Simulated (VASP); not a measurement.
Wanted: the native input for a VASP 6.6.1 run.

```
Task                   : single point
Functional             : PBE
Potentials or basis    : VASP PAW PBE potentials, release 64 (Rb_sv, Br)
Cutoff                 : 520 eV
k mesh                 : 6 × 6 × 6
Occupations            : fermi-dirac, width 0.02 eV
Spin                   : no spin polarisation
Dipole correction      : no
Further INCAR settings : ALGO = Normal; EDIFF = 1e-06; NBANDS = 15
```

The structure of RbBr lies in POSCAR:

```
RbBr
1.0
    0.0000000000      3.4608320474      3.5954584140
    3.4608320474      0.0000000000      3.5954584140
    3.4608320474      3.4608320474      0.0000000000
Rb Br
1 1
Direct
    0.0000000000      0.0000000000      0.0000000000
    0.5000000000      0.5000000000      0.5000000000
```

This cell differs from its parent crystal: uniaxial z strain +3.9%.

These files were run (other wordings do the same):

INCAR

```
SYSTEM = RbBr
  ALGO = Normal
  EDIFF = 1E-6
  ENCUT = 520
  GGA = PE
  ISIF = 2
  ISMEAR = -1
  LASPH = .TRUE.
  LCHARG = .FALSE.
  LREAL = .FALSE.
  LWAVE = .FALSE.
  NBANDS = 15
  NELM = 60
  PREC = Accurate
  SIGMA = 0.02
```

KPOINTS

```
k-points
0
G
  6 6 6
  0 0 0
```

Potentials or basis: VASP PAW PBE potentials, release 64 (Rb_sv, Br).

Launch:

```bash
$ cat potpaw_PBE.64/Rb_sv/POTCAR potpaw_PBE.64/Br/POTCAR > POTCAR
$ mpirun -np 1 vasp_std > vasp.out
```

Results of the run:

```json
{
  "Pressure": "0.1 GPa",
  "Band gap on the k mesh": "4.18 eV, direct"
}
```

Caveat: the cell differs from its parent crystal (uniaxial z strain +3.9%).

Run time: 35 s on 1 thread of Intel(R) Xeon(R) Platinum 8375C CPU @ 2.90GHz (Ice Lake), on a shared host, peak memory 0.24 GiB.
